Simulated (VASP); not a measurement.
# BP (F-43m) in VASP: a series of runs, part 2 of 2

VASP 6.6.1. Earlier steps stand in the parts before.

**3. Electric field gradients, PBE**

This run uses another cell than the first one: it holds 16 atoms, not 2.

INCAR

```
PREC = Accurate
ENCUT = 520
EDIFF = 1E-8
ISMEAR = 0
SIGMA = 0.01
LREAL = Auto
LASPH = T
NELM = 60
ALGO = Normal
ISIF = 2
LWAVE = F
LCHARG = F
GGA = PE
LEFG = T
NBANDS = 46
```

KPOINTS

```
regular mesh
0
Gamma
  4 4 4
```

POSCAR

```
BP
1.0
    0.0000000000      4.5380000000      4.5380000000
    4.5380000000      0.0000000000      4.5380000000
    4.5380000000      4.5380000000      0.0000000000
B P
8 8
Direct
    0.0000000000      0.0000000000      0.0000000000
    0.0000000000      0.0000000000      0.5000000000
    0.0000000000      0.5000000000      0.0000000000
    0.0000000000      0.5000000000      0.5000000000
    0.5000000000      0.0000000000      0.0000000000
    0.5000000000      0.0000000000      0.5000000000
    0.5000000000      0.5000000000      0.0000000000
    0.5000000000      0.5000000000      0.5000000000
    0.1250000000      0.1250000000      0.1250000000
    0.1250000000      0.1250000000      0.6250000000
    0.1250000000      0.6250000000      0.1250000000
    0.1250000000      0.6250000000      0.6250000000
    0.6250000000      0.1250000000      0.1250000000
    0.6250000000      0.1250000000      0.6250000000
    0.6250000000      0.6250000000      0.1250000000
    0.6250000000      0.6250000000      0.6250000000
```

Potentials or basis: VASP PAW PBE potentials, release 64 (B, P).

Command:

```sh
cat potpaw_PBE.64/B/POTCAR potpaw_PBE.64/P/POTCAR > POTCAR
mpirun -np 1 vasp_std > vasp.out
```

OUTCAR:

```text
PREC = Accurate
   ENCUT = 520
   EDIFF = 1E-8
   ISMEAR = 0
   LREAL = Auto
   LASPH = T
   NELM = 60
   ISIF = 2
   GGA = PE

 ion  position               nearest neighbor table
   1  0.000  0.000  0.000-   9 1.97  10 1.97  11 1.97  13 1.97
   2  0.000  0.000  0.500-   9 1.97  10 1.97  12 1.97  14 1.97
   3  0.000  0.500  0.000-   9 1.97  11 1.97  12 1.97  15 1.97
   4  0.000  0.500  0.500-  10 1.97  11 1.97  12 1.97  16 1.97
   5  0.500  0.000  0.000-   9 1.97  13 1.97  14 1.97  15 1.97
   6  0.500  0.000  0.500-  10 1.97  13 1.97  14 1.97  16 1.97
[... 8 lines left out ...]
  15  0.625  0.625  0.125-   3 1.97   5 1.97   7 1.97   8 1.97
  16  0.625  0.625  0.625-   4 1.97   6 1.97   7 1.97   8 1.97
[... 6 lines left out ...]
 A1 = (   0.0000000000,   4.5380000000,   4.5380000000)
 A2 = (   4.5380000000,   0.0000000000,   4.5380000000)
 A3 = (   4.5380000000,   4.5380000000,   0.0000000000)

Analysis of symmetry for initial positions (statically):
=====================================================================
 Subroutine PRICEL returns following result:

  LATTYP: Found a face centered cubic cell.
 ALAT       =     4.5380000000

  Lattice vectors:

 A1 = (   0.0000000000,   2.2690000000,   2.2690000000)
 A2 = (   2.2690000000,   0.0000000000,   2.2690000000)
 A3 = (   2.2690000000,   2.2690000000,   0.0000000000)

   8 primitive cells build up your supercell.

 Routine SETGRP: Setting up the symmetry group for a
 face centered cubic supercell.

 Subroutine GETGRP returns: Found 24 space group operations
 (whereof 24 operations were pure point group operations)
 out of a pool of 48 trial point group operations.

The static configuration has the point symmetry T_d .

Analysis of symmetry for dynamics (positions and initial velocities):
=====================================================================
 Subroutine PRICEL returns following result:

  LATTYP: Found a face centered cubic cell.
 ALAT       =     4.5380000000

  Lattice vectors:

 A1 = (   0.0000000000,   2.2690000000,   2.2690000000)
 A2 = (   2.2690000000,   0.0000000000,   2.2690000000)
 A3 = (   2.2690000000,   2.2690000000,   0.0000000000)

   8 primitive cells build up your supercell.

 Routine SETGRP: Setting up the symmetry group for a
 face centered cubic supercell.

 Subroutine GETGRP returns: Found 24 space group operations
 (whereof 24 operations were pure point group operations)
 out of a pool of 48 trial point group operations.

The dynamic configuration has the point symmetry T_d .

 Subroutine INISYM returns: Found 24 space group operations
 (whereof 24 operations are pure point group operations),
 and found     8 'primitive' translations

----------------------------------------------------------------------------------------

                                     Primitive cell

  volume of cell :      23.3633

  direct lattice vectors                    reciprocal lattice vectors
     0.000000000  2.269000000  2.269000000    -0.220361393  0.220361393  0.220361393
[... 101 lines left out ...]
 Gauss-broadening in eV      SIGMA  =   0.01
  energy-cutoff  :      520.00
  volume of cell :      186.91
 maximum number of plane-waves:      5084
   NGX = 23   NGY = 23   NGZ = 23

 number of electron      64.0000001 magnetization

 Free energy of the ion-electron system (eV)
  ---------------------------------------------------
  ext. energy  EPLUGINS =         0.00000000
  ---------------------------------------------------
  free energy    TOTEN  =      -103.43484847 eV

  energy without entropy =     -103.43484847  energy(sigma->0) =     -103.43484847

 E-fermi :   7.5148     XC(G=0): -10.9068

 val. band max:        7.4337356952   @ k =   0.0000   0.0000   0.0000
 cond. band min:       8.7027556922   @ k =   0.2500   0.2500   0.0000
 fundamental gap:      1.2690199970
 Fermi energy:         7.5148095244

 k-point     1 :       0.0000    0.0000    0.0000
  band No.  band energies     occupation
      1      -8.0273      2.00000
      2      -4.7036      2.00000
      3      -4.7036      2.00000
      4      -4.7036      2.00000
      5      -4.7036      2.00000
      6      -3.1729      2.00000
[... 365 lines left out ...]
     43      13.4396      0.00000
     44      13.4429      0.00000
 [bands above 44 left out]

------------------------ aborting loop because EDIFF is reached ----------------------------------------

  FORCE on cell =-STRESS in cart. coord.  units (eV):
  Direction    XX          YY          ZZ          XY          YZ          ZX
  --------------------------------------------------------------------------------------
  -------------------------------------------------------------------------------------
  Total        1.0851856      1.0851856      1.0851856     -0.0000000     -0.0000000     -0.0000000
  in kB        9.3023166      9.3023166      9.3023166     -0.0000000     -0.0000000     -0.0000000
  external PRESSURE =       9.3023166 kB  Pullay stress =       0.0000000 kB

 VOLUME and BASIS-vectors are now :
 -----------------------------------------------------------------------------
  energy-cutoff  :      520.00
  volume of cell :      186.91
      direct lattice vectors                 reciprocal lattice vectors
     0.000000000  4.538000000  4.538000000    -0.110180696  0.110180696  0.110180696
     4.538000000  0.000000000  4.538000000     0.110180696 -0.110180696  0.110180696
     4.538000000  4.538000000  0.000000000     0.110180696  0.110180696 -0.110180696

 POSITION                                       TOTAL-FORCE (eV/Angst)
 -----------------------------------------------------------------------------------
      0.00000      0.00000      0.00000        -0.000000     -0.000000     -0.000000
      2.26900      2.26900      0.00000        -0.000000     -0.000000     -0.000000
      2.26900      0.00000      2.26900        -0.000000     -0.000000     -0.000000
      4.53800      2.26900      2.26900        -0.000000     -0.000000     -0.000000
      0.00000      2.26900      2.26900        -0.000000     -0.000000     -0.000000
      2.26900      4.53800      2.26900        -0.000000     -0.000000     -0.000000
[... 8 lines left out ...]
      3.40350      3.40350      5.67250         0.000000      0.000000      0.000000
      5.67250      5.67250      5.67250         0.000000      0.000000      0.000000
 -----------------------------------------------------------------------------------
    total drift:                                0.000001      0.000001      0.000001

  FREE ENERGIE OF THE ION-ELECTRON SYSTEM (eV)
  ---------------------------------------------------
  free  energy   TOTEN  =      -103.4348484741 eV

  energy  without entropy=     -103.4348484741  energy(sigma->0) =     -103.43484847

 Electric field gradients (V/A^2)
---------------------------------------------------------------------
 ion       V_xx      V_yy      V_zz      V_xy      V_xz      V_yz
---------------------------------------------------------------------
   1      -0.000    -0.000    -0.000     0.000     0.000     0.000
   2       0.000    -0.000    -0.000     0.000     0.000     0.000
   3      -0.000    -0.000    -0.000     0.000     0.000     0.000
   4      -0.000    -0.000    -0.000     0.000     0.000     0.000
   5      -0.000    -0.000    -0.000     0.000     0.000     0.000
   6       0.000    -0.000    -0.000     0.000     0.000     0.000
[... 8 lines left out ...]
  15      -0.000     0.000    -0.000    -0.000    -0.000    -0.000
  16      -0.000     0.000    -0.000    -0.000    -0.000    -0.000
---------------------------------------------------------------------

 Electric field gradients after diagonalization (V/A^2)
 (convention: |V_zz| > |V_xx| > |V_yy|)
----------------------------------------------------------------------
 ion       V_xx      V_yy      V_zz     asymmetry (V_yy - V_xx)/ V_zz
----------------------------------------------------------------------
   1      -0.000    -0.000     0.000       0.000
   2      -0.000    -0.000     0.000       0.000
   3      -0.000    -0.000     0.000       0.000
   4      -0.000    -0.000     0.000       0.000
   5      -0.000    -0.000     0.000       0.000
   6      -0.000    -0.000     0.000       0.000
[... 8 lines left out ...]
  15       0.000     0.000    -0.000       0.000
  16       0.000     0.000    -0.000       0.000
----------------------------------------------------------------------

           NMR quadrupolar parameters

 Cq : quadrupolar parameter    Cq=e*Q*V_zz/h
 eta: asymmetry parameters     (V_yy - V_xx)/ V_zz
 Q  : nuclear electric quadrupole moment in mb (millibarn)
----------------------------------------------------------------------
 ion       Cq(MHz)       eta       Q (mb)
----------------------------------------------------------------------
   1       0.000       0.000       1.000
   2       0.000       0.000       1.000
   3       0.000       0.000       1.000
   4       0.000       0.000       1.000
   5       0.000       0.000       1.000
   6       0.000       0.000       1.000
[... 8 lines left out ...]
  15      -0.000       0.000       1.000
  16      -0.000       0.000       1.000
----------------------------------------------------------------------
```

Wall time 69 s (1 thread of Intel Xeon 6975P-C (Granite Rapids), shared host); peak memory 0.33 GiB.

What came out:

* Free energy: -103.4348 eV
* Pressure: 0.9 GPa
* Band gap on the k mesh: 1.27 eV

Caveat: without QUAD_EFG the Cq values of the log hold for a quadrupole moment of 1 mb, not for the nuclei. A k mesh can miss the band edges.
